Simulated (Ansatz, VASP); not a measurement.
**One calculation of Mg2Si, two programs**

POSCAR

```
Mg2Si
1.0
    0.0000000000      3.1011545802      3.1689705500
    3.1011545802      0.0000000000      3.1689705500
    3.1011545802      3.1011545802      0.0000000000
Mg Si
2 1
Direct
    0.2500000000      0.2500000000      0.2500000000
    0.7500000000      0.7500000000      0.7500000000
    0.0000000000      0.0000000000      0.0000000000
```

INCAR.step1

```
SYSTEM = Mg2Si
PREC = Accurate
ENCUT = 520
EDIFF = 1E-5
ISMEAR = -1
SIGMA = 0.02
LREAL = .FALSE.
LASPH = .TRUE.
NELM = 120
ALGO = Normal
ISIF = 2
LWAVE = .TRUE.
NBANDS = 11
GGA = PE
GGA_COMPAT = .FALSE.
```

The input INCAR.step2:

```
SYSTEM = Mg2Si
PREC = Accurate
ENCUT = 520
EDIFF = 1E-6
ISMEAR = -1
SIGMA = 0.02
LREAL = .FALSE.
LASPH = .TRUE.
NELM = 120
ALGO = Normal
ISIF = 2
LWAVE = .FALSE.
LCHARG = .TRUE.
GGA = PE
LHFCALC = .TRUE.
HFSCREEN = 0.2079
PRECFOCK = Normal
LELF = .TRUE.
LVHAR = .TRUE.
NBANDS = 11
ISTART = 1
GGA_COMPAT = .FALSE.
```

File KPOINTS:

```
regular mesh
0
G
  6 6 6
  0 0 0
```

Input for Ansatz:

```yaml
crystal:
  lattice:
    - [0.0, 3.1011545802, 3.16897055]
    - [3.1011545802, 0.0, 3.16897055]
    - [3.1011545802, 3.1011545802, 0.0]
  atoms:
    - { symbol: Mg, position: [0.25, 0.25, 0.25] }
    - { symbol: Mg, position: [0.75, 0.75, 0.75] }
    - { symbol: Si, position: [0.0, 0.0, 0.0] }
kpoints:
  mp_grid: { grid: [6, 6, 6] }
  band_path:
    path:
      - [0.0, 0.0, 0.0]
      - [0.5, 0.0, 0.5]
      - [0.625, 0.25, 0.625]
      - [0.375, 0.375, 0.75]
      - [0.5, 0.5, 0.5]
      - [0.5, 0.25, 0.75]
      - [0.0, 0.5, 0.5]
    npoints: 1
hamiltonian:
  xc: hse06
scf:
  occupations: { method: fermi_dirac, width: 0.02 }
  n_extra_bands: 4
output:
  forces: true
  stress: true
  eigenvalues: true
```

Change from the starting cell: biaxial_xy strain -2.1%.

Alike in both runs: task single point; functional HSE06; k mesh 6 × 6 × 6; occupations fermi-dirac, width 0.02 eV; no spin polarisation.

```csv
,VASP,Ansatz
version,VASP 6.6.1,Ansatz 0.2.0
potentials or method,"VASP PAW PBE potentials, release 64 (Mg, Si)","plane waves, PAW"
plane-wave cutoff (eV),520,420
valence electrons in the cell,8,24
```

|  | VASP | Ansatz | Ansatz less VASP |
| --- | --- | --- | --- |
| pressure (GPa) | 2.5 | 2.7 | +0.23 |
| traceless stress, the component that is largest in VASP (GPa) | -1.57 | -1.57 | -0.001 |

VASP's potentials hold 8 valence electrons a cell and Ansatz's 24, so a difference there can come from the potentials and not from the codes. Ansatz's warnings: stress exchange threshold loose, stress scf threshold loose.
